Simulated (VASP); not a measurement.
# Cr (Im-3m) in VASP: a series of runs

Runs on Cr. Level: r2SCAN. Tasks: single point, relaxation of cell and atoms.

Program: VASP 6.6.1. These are calculated values, not measurements. Logs are shortened: lines on timing, memory, paths and dates and some standing lists are left out, and cuts for length are marked.

## (1) The cell of the first run

It takes space group Im-3m (No. 229, cubic). Conventional cell: a = 2.829 Å, b = 2.829 Å, c = 2.829 Å, α = 90.00°, β = 90.00°, γ = 90.00°. Within 3.2 Å of Cr (site symmetry m-3m) lie 14 Cr at 2.45 to 2.83 Å.

## (2) Single point, r2SCAN

Contents of POSCAR:

```
Cr
1.0
   -1.4146048231      1.4146048231      1.4146048231
    1.4146048231     -1.4146048231      1.4146048231
    1.4146048231      1.4146048231     -1.4146048231
Cr
1
Direct
    0.0000000000      0.0000000000      0.0000000000
```

Contents of INCAR.step1:

```
SYSTEM = Cr
  PREC = Accurate
  ENCUT = 520
  ISMEAR = 0
  SIGMA = 0.1
  LREAL = .False.
  LASPH = .True.
  NELM = 60
  NBANDS = 12
  GGA = PE
  ALGO = Normal
  EDIFF = 1E-4
  LWAVE = .True.
  LCHARG = .False.
```

Contents of INCAR.step2:

```
SYSTEM = Cr
  PREC = Accurate
  ENCUT = 520
  EDIFF = 1E-6
  ISMEAR = 0
  SIGMA = 0.1
  LREAL = .False.
  LASPH = .True.
  NELM = 60
  ALGO = Normal
  ISIF = 2
  LWAVE = .False.
  LCHARG = .True.
  METAGGA = R2SCAN
  LMIXTAU = .True.
  LELF = .True.
  LVHAR = .True.
  NBANDS = 12
  ISTART = 1
```

Contents of KPOINTS:

```
Automatic mesh
0
Gamma
  20 20 20
  0 0 0
```

Potentials or basis: VASP PAW PBE potentials, release 64 (Cr_pv).

The run is started by

```bash
cat potpaw_PBE.64/Cr_pv/POTCAR > POTCAR
cp INCAR.step1 INCAR
mpirun -np 1 vasp_std > vasp.out
cp INCAR.step2 INCAR
mpirun -np 1 vasp_std > vasp.out
```

OUTCAR:

```text
SYSTEM = Cr
   PREC = Accurate
   ENCUT = 520
   EDIFF = 1E-6
   ISMEAR = 0
   LREAL = .False.
   LASPH = .True.
   NELM = 60
   ISIF = 2
   METAGGA = R2SCAN
   ISTART = 1

 ion  position               nearest neighbor table
   1  0.000  0.000  0.000-

  LATTYP: Found a body centered cubic cell.
 ALAT       =     2.8292096462

  Lattice vectors:

 A1 = (  -1.4146048231,   1.4146048231,   1.4146048231)
 A2 = (   1.4146048231,  -1.4146048231,   1.4146048231)
 A3 = (   1.4146048231,   1.4146048231,  -1.4146048231)

Analysis of symmetry for initial positions (statically):
=====================================================================
 Subroutine PRICEL returns:
 Original cell was already a primitive cell.

 Routine SETGRP: Setting up the symmetry group for a
 body centered cubic supercell.

 Subroutine GETGRP returns: Found 48 space group operations
 (whereof 48 operations were pure point group operations)
 out of a pool of 48 trial point group operations.

The static configuration has the point symmetry O_h .

Analysis of symmetry for dynamics (positions and initial velocities):
=====================================================================
 Subroutine PRICEL returns:
 Original cell was already a primitive cell.

 Routine SETGRP: Setting up the symmetry group for a
 body centered cubic supercell.

 Subroutine GETGRP returns: Found 48 space group operations
 (whereof 48 operations were pure point group operations)
 out of a pool of 48 trial point group operations.

The dynamic configuration has the point symmetry O_h .

 Subroutine INISYM returns: Found 48 space group operations
 (whereof 48 operations are pure point group operations),
 and found     1 'primitive' translations

----------------------------------------------------------------------------------------

                                     Primitive cell

  volume of cell :      11.3231

  direct lattice vectors                    reciprocal lattice vectors
    -1.414604823  1.414604823  1.414604823     0.000000000  0.353455602  0.353455602
     1.414604823 -1.414604823  1.414604823     0.353455602  0.000000000  0.353455602
     1.414604823  1.414604823 -1.414604823     0.353455602  0.353455602  0.000000000

  length of vectors
     2.450167426  2.450167426  2.450167426     0.499861707  0.499861707  0.499861707

  position of ions in fractional coordinates (direct lattice)
     0.000000000  0.000000000  0.000000000

  ion indices of the primitive-cell ions
   primitive index   ion index
                 1           1

----------------------------------------------------------------------------------------

 KPOINTS: Automatic mesh

Automatic generation of k-mesh.
 Grid dimensions read from file:
 generate k-points for:   20   20   20

 Generating k-lattice:

  Cartesian coordinates                     Fractional coordinates (reciprocal lattice)
     0.000000000  0.017672780  0.017672780     0.050000000  0.000000000  0.000000000
     0.017672780  0.000000000  0.017672780     0.000000000  0.050000000  0.000000000
     0.017672780  0.017672780  0.000000000     0.000000000  0.000000000  0.050000000

  Length of vectors
     0.024993085  0.024993085  0.024993085

  Shift w.r.t. Gamma in fractional coordinates (k-lattice)
     0.000000000  0.000000000  0.000000000

 Subroutine IBZKPT returns following result:
 ===========================================

 Found    256 irreducible k-points:

 Following reciprocal coordinates:
            Coordinates               Weight
  0.000000  0.000000  0.000000      1.000000
  0.050000  0.000000  0.000000     12.000000
  0.100000  0.000000  0.000000     12.000000
  0.150000  0.000000  0.000000     12.000000
  0.200000  0.000000  0.000000     12.000000
  0.250000  0.000000  0.000000     12.000000
[... 16 lines left out ...]
  0.200000  0.100000 -0.000000     48.000000
  0.250000  0.100000 -0.000000     48.000000
 [... further k-points ...]
   k-points           NKPTS =    256   k-points in BZ     NKDIM =    256   number of bands    NBANDS=     12
   number of dos      NEDOS =    301   number of ions     NIONS =      1
   total plane-waves  NPLWV =   5832
   dimension x,y,z NGX =    18 NGY =   18 NGZ =   18
   dimension x,y,z NGXF=    36 NGYF=   36 NGZF=   36
   ions per type =               1
   NGX,Y,Z   is equivalent  to a cutoff of  12.21, 12.21, 12.21 a.u.
   NGXF,Y,Z  is equivalent  to a cutoff of  24.43, 24.43, 24.43 a.u.
 SYSTEM =  Cr
   PREC   = accura    normal or accurate (medium, high low for compatibility)
   ISTART =      1    job   : 0-new  1-cont  2-samecut
   ICHARG =      0    charge: 1-file 2-atom 10-const
   ISPIN  =      1    spin polarized calculation?
   LNONCOLLINEAR =      F non collinear calculations
   LSORBIT =      F    spin-orbit coupling
   LASPH  =      T    aspherical Exc in radial PAW
   ENCUT  =  520.0 eV  38.22 Ry    6.18 a.u.   4.56  4.56  4.56*2*pi/ulx,y,z
   NELM   =     60;   NELMIN=  2; NELMDL=  0     # of ELM steps
   EDIFF  = 0.1E-05   stopping-criterion for ELM
   LREAL  =      F    real-space projection
   EDIFFG = 0.1E-04   stopping-criterion for IOM
   NSW    =      0    number of steps for IOM
   IBRION =     -1    ionic relax: 0-MD 1-quasi-New 2-CG
   NFREE  =      0    steps in history (QN), initial steepest desc. (CG)
   ISIF   =      2    stress and relaxation
   ISYM   =      2    0-nonsym 1-usesym 2-fastsym
   POTIM  = 0.5000    time-step for ionic-motion
   TEBEG  =    0.0;   TEEND  =   0.0 temperature during run
   PSTRESS=    0.0 pullay stress
   NELECT =      12.0000    total number of electrons
   NUPDOWN=      -1.0000    fix difference up-down
   EMIN   =  10.00;   EMAX   =-10.00  energy-range for DOS
   EFERMI =   0.00;   METHOD = LEGACY
   ISMEAR =     0;   SIGMA  =   0.10  broadening in eV -4-tet -1-fermi 0-gaus
   EFERMI_NEDOS =   21; number of points for ismear=-14 and -15
   IALGO  =     38    algorithm
   IMIX   =      4    mixing-type and parameters
     AMIX     =   0.40;   BMIX     =  1.00
     AMIX_MAG =   1.60;   BMIX_MAG =  1.00
  volume/ion in A,a.u.               =      11.32        76.41
  Fermi-wavevector in a.u.,A,eV,Ry     =   1.669091  3.154125 37.904009  2.785866
  Thomas-Fermi vector in A             =   2.754825
   LORBIT       =      0    0 simple, 1 ext, 2 COOP (PROOUT), +10 PAW based schemes
   METAGGA = R2SCAN    functional components
   LHFCALC =     F    Hartree Fock is set to
   AEXX    =    0.0000 exact exchange contribution
   IVDW    =     0    specifies the selected vdW correction
   LEPSILON=     F    determine dielectric tensor
   LRPA    =     F    only Hartree local field effects (RPA)
 non-spin polarized calculation
 Gauss-broadening in eV      SIGMA  =   0.10
  energy-cutoff  :      520.00
  volume of cell :       11.32
 maximum number of plane-waves:       321
   NGX =  9   NGY =  9   NGZ =  9

 number of electron      12.0000007 magnetization

 Free energy of the ion-electron system (eV)
  ---------------------------------------------------
  ext. energy  EPLUGINS =         0.00000000
  ---------------------------------------------------
  free energy    TOTEN  =       -14.80907411 eV

  energy without entropy =      -14.80598901  energy(sigma->0) =      -14.80753156

 E-fermi :  11.2231     XC(G=0): -15.1177

 val. band max:       11.2164387259   @ k =   0.1500   0.0500   0.0000
 cond. band min:      11.2445307380   @ k =  -0.1500   0.1500   0.1500
 fundamental gap:      0.0280920121
 Fermi energy:        11.2231011230

 k-point     1 :       0.0000    0.0000    0.0000
  band No.  band energies     occupation
      1     -33.1055      2.00000
      2     -33.1055      2.00000
      3     -33.1055      2.00000
      4       2.7103      2.00000
      5      10.2131      2.00000
      6      10.2132      2.00000
      7      10.2132      2.00000
      8      12.6399      0.00000
      9      12.6399      0.00000
     10      14.4183      0.00000
     11      34.4598      0.00000
     12      34.4599      0.00000

 k-point     2 :       0.0500    0.0000    0.0000
  band No.  band energies     occupation
      1     -33.1318      2.00000
      2     -33.1134      2.00000
      3     -33.1057      2.00000
      4       2.8276      2.00000
      5      10.1667      2.00000
      6      10.2053      2.00000
      7      10.2922      2.00000
      8      12.5859      0.00000
      9      12.6427      0.00000
     10      14.4180      0.00000
     11      34.1913      0.00000
     12      34.4322      0.00000

 k-point     3 :       0.1000    0.0000    0.0000
  band No.  band energies     occupation
      1     -33.2075      2.00000
      2     -33.1364      2.00000
      3     -33.1062      2.00000
      4       3.1714      2.00000
      5      10.0338      2.00000
      6      10.1720      2.00000
      7      10.5253      2.00000
      8      12.4511      0.00000
      9      12.6523      0.00000
     10      14.4173      0.00000
     11      33.4228      0.00000
     12      34.2795      0.00000
[... 286 lines left out ...]
 k-point    23 :       0.2000    0.1000   -0.0000
  band No.  band energies     occupation
      1     -33.6575      2.00000
      2     -33.2691      2.00000
      3     -33.1417      2.00000
      4       5.4541      2.00000
      5       9.3282      2.00000
      6       9.6095      2.00000
      7      12.0785      0.00000
      8      12.3163      0.00000
      9      12.8926      0.00000
     10      14.4133      0.00000
     11      28.9279      0.00000
     12      31.1516      0.00000

 k-point    24 :       0.2500    0.1000   -0.0000
  band No.  band energies     occupation
      1     -33.7946      2.00000
      2     -33.3256      2.00000
      3     -33.1444      2.00000
      4       6.1226      2.00000
      5       9.0801      2.00000
      6       9.6338      2.00000
      7      12.1629      0.00000
      8      12.8648      0.00000
      9      13.0926      0.00000
     10      14.4125      0.00000
     11      27.0594      0.00000
     12      30.2800      0.00000

 [... further k-points ...]

------------------------ aborting loop because EDIFF is reached ----------------------------------------

  FORCE on cell =-STRESS in cart. coord.  units (eV):
  Direction    XX          YY          ZZ          XY          YZ          ZX
  --------------------------------------------------------------------------------------
  -------------------------------------------------------------------------------------
  Total        0.0398322      0.0398322      0.0398322      0.0000000      0.0000000      0.0000000
  in kB        5.6361143      5.6361143      5.6361143      0.0000000      0.0000000      0.0000000
  external PRESSURE =       5.6361143 kB  Pullay stress =       0.0000000 kB

 VOLUME and BASIS-vectors are now :
 -----------------------------------------------------------------------------
  energy-cutoff  :      520.00
  volume of cell :       11.32
      direct lattice vectors                 reciprocal lattice vectors
    -1.414604823  1.414604823  1.414604823     0.000000000  0.353455602  0.353455602
     1.414604823 -1.414604823  1.414604823     0.353455602  0.000000000  0.353455602
     1.414604823  1.414604823 -1.414604823     0.353455602  0.353455602  0.000000000

 POSITION                                       TOTAL-FORCE (eV/Angst)
 -----------------------------------------------------------------------------------
      0.00000      0.00000      0.00000        -0.000000      0.000000      0.000000
 -----------------------------------------------------------------------------------
    total drift:                                0.000000      0.000000      0.000000

  FREE ENERGIE OF THE ION-ELECTRON SYSTEM (eV)
  ---------------------------------------------------
  free  energy   TOTEN  =       -14.8090741056 eV

  energy  without entropy=      -14.8059890095  energy(sigma->0) =      -14.80753156
```

It took 38 s on 1 thread of Intel Xeon 6975P-C (Granite Rapids), shared host; peak memory 0.14 GiB.

What came out:

```yaml
Free_energy: -14.8091 eV
Pressure: 0.6 GPa
Band_gap_on_the_k_mesh: zero (band 6 reaches 13.77 eV, above the bottom of band 7 at 10.21 eV)
```

Levels at points of the mesh, in eV from the Fermi level:
| k point | band 2 | band 3 | band 4 | band 5 | band 6 | band 7 | band 8 | band 9 | band 10 | band 11 |
| --- | --- | --- | --- | --- | --- | --- | --- | --- | --- | --- |
| (0.00, 0.00, 0.00) | -44.33 | -44.33 | -8.51 | -1.01 | -1.01 | -1.01 | 1.42 | 1.42 | 3.20 | 23.24 |
| (0.50, 0.00, 0.00) | -44.65 | -44.34 | -4.78 | -2.68 | 0.98 | 1.34 | 1.78 | 2.96 | 3.13 | 10.56 |
| (0.50, 0.50, 0.50) | -45.02 | -45.02 | -4.55 | -4.55 | 2.54 | 2.54 | 2.54 | 3.13 | 11.15 | 11.15 |

Caveat: the PAW data sets were made with another functional, which shifts forces and pressure a little; the run has no spin polarisation, though such a crystal can be magnetic. Spin polarisation is off, so any magnetic state and its effect on volume and gap are missing.

## (3) Relaxation of cell and atoms, r2SCAN

This run uses another cell than the first one, of 11.35 Å³/atom, 1.002 times its volume.

Contents of POSCAR:

```
Cr
1.0
   -1.4157396871      1.4157396871      1.4157396871
    1.4157396871     -1.4157396871      1.4157396871
    1.4157396871      1.4157396871     -1.4157396871
Cr
1
Direct
    0.0000000000      0.0000000000      0.0000000000
```

Contents of INCAR.step1:

```
  ALGO = Normal
  EDIFF = 1E-4
  ENCUT = 600
  GGA = PE
  ISMEAR = 0
  LASPH = True
  LCHARG = False
  LREAL = False
  LWAVE = True
  NELM = 80
  PREC = Accurate
  SIGMA = 0.1
```

Contents of INCAR.step2:

```
  ALGO = Normal
  EDIFF = 1E-6
  EDIFFG = -0.005
  ENCUT = 600
  IBRION = 2
  ISIF = 3
  ISMEAR = 0
  ISTART = 1
  LASPH = True
  LCHARG = False
  LMIXTAU = True
  LREAL = False
  LWAVE = False
  METAGGA = R2SCAN
  NELM = 80
  NSW = 100
  PREC = Accurate
  SIGMA = 0.1
```

Contents of KPOINTS:

```
k-points
0
Gamma
  20 20 20
```

Potentials or basis: VASP PAW PBE potentials, release 64 (Cr_pv).

The run is started by

```bash
cat potpaw_PBE.64/Cr_pv/POTCAR > POTCAR
cp INCAR.step1 INCAR
mpirun -np 1 vasp_std > vasp.out
cp INCAR.step2 INCAR
mpirun -np 1 vasp_std > vasp.out
```

Wall time 8.8 min (1 thread of AMD EPYC 7R43 (Zen 3), shared host); peak memory 0.12 GiB.

The run converged. Its results:

| Item | Value |
| --- | --- |
| Free energy | -14.8094 eV |
| Relaxed volume | 11.34 Å³/atom |
| Relaxed cell | a = 2.452 Å, b = 2.452 Å, c = 2.452 Å, α = 109.47°, β = 109.47°, γ = 109.47° |
| Space group after relaxing (to 0.05 Å) | Im-3m (No. 229) |
| Energy gained by relaxing | 0.0 meV/atom |
| Ionic steps | 3 |
| Pressure after relaxing | 0.0 GPa |
| Band gap on the k mesh | zero (band 6 reaches 13.73 eV, above the bottom of band 7 at 10.19 eV) |

Final structure:
```
Cr
1.0
    -1.41545    1.41545    1.41545
     1.41545   -1.41545    1.41545
     1.41545    1.41545   -1.41545
Cr
1
Direct
  0.00000 0.00000 0.00000
```

Levels at points of the mesh, in eV from the Fermi level:
```tsv
k point	band 3	band 4	band 5	band 6	band 7	band 8	band 9	band 10
(0.00, 0.00, 0.00)	-44.33	-8.51	-1.01	-1.01	-1.01	1.41	1.41	3.19
(0.50, 0.00, 0.00)	-44.34	-4.77	-2.68	0.98	1.34	1.78	2.95	3.13
(0.50, 0.50, 0.50)	-45.02	-4.54	-4.54	2.54	2.54	2.54	3.13	11.13
```

Caveat: the PAW data sets were made with another functional, which shifts forces and pressure a little; the run has no spin polarisation, though such a crystal can be magnetic. Spin polarisation is off, so any magnetic state and its effect on volume and gap are missing.
